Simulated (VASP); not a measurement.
The system is NaScTe2.

```
Na Te Sc
1.0
     4.30993    0.00000    0.00000
     0.00000    4.30993    0.00000
     0.00000    0.00000    5.89917
Na Te Sc
1 2 1
Direct
  0.00000 0.00000 0.00000
  0.00000 0.00000 0.50000
  0.50000 0.50000 0.00000
  0.50000 0.50000 0.50000
```

Base run:

```yaml
Program: VASP 6.6.1
Functional: PBE
Potentials_or_basis: VASP PAW PBE potentials, release 64 (Na_pv, Te, Sc_sv)
Cutoff: 520 eV
k_mesh: 6 × 6 × 4
Occupations: fermi-dirac, width 0.02 eV
Spin: no spin polarisation
```

Its results: band gap on the k mesh zero (band 15 reaches 4.65 eV, above the bottom of band 16 at 4.35 eV); pressure 0.5 GPa.

**Question.** The run is repeated on the same cell with these changes: functional from PBE to r2SCAN. What comes out?

**Answer.** Band gap on the k mesh zero (band 15 reaches 4.49 eV, above the bottom of band 16 at 4.39 eV); pressure 0.0 GPa.

Caveats: spin-orbit coupling is left out, which moves the levels of the heavy elements; the PAW data sets were made with another functional, which shifts forces and pressure a little (some runs).
